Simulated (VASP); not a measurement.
A run of VASP 6.6.1:

Contents of INCAR:

```
  ALGO = Fast
  EDIFF = 1E-6
  ENCUT = 520
  GGA = PS
  ISIF = 2
  ISMEAR = 0
  LASPH = True
  LCHARG = False
  LREAL = False
  LWAVE = False
  NBANDS = 16
  NELM = 80
  PREC = Accurate
  SIGMA = 0.15
```

Contents of KPOINTS:

```
k-points
0
Gamma
  12 12 16
```

POSCAR

```
Al2Cu
1.0
    4.2066973624      0.0000000000      0.0000000000
    0.0000000000      4.2066973624      0.0000000000
    0.0000000000      0.0000000000      2.7610029088
Al Cu
2 1
Direct
    0.5000000000      0.0000000000      0.5000000000
    0.0000000000      0.5000000000      0.5000000000
    0.0000000000      0.0000000000      0.0000000000
```

Potentials or basis: VASP PAW PBE potentials, release 64 (Al, Cu).

Run with:

```bash
$ cat potpaw_PBE.64/Al/POTCAR potpaw_PBE.64/Cu/POTCAR > POTCAR
$ mpirun -np 1 vasp_std > vasp.out
```

Hardware: 1 thread of Intel(R) Xeon(R) 6975P-C (Granite Rapids) (shared host).

Question: How long does it take, and how much memory?

Answer: It took 72 s on 1 thread of Intel(R) Xeon(R) 6975P-C (Granite Rapids), on a shared host, peak memory 0.3 GiB. Counts: scf iterations 18, k points 252.
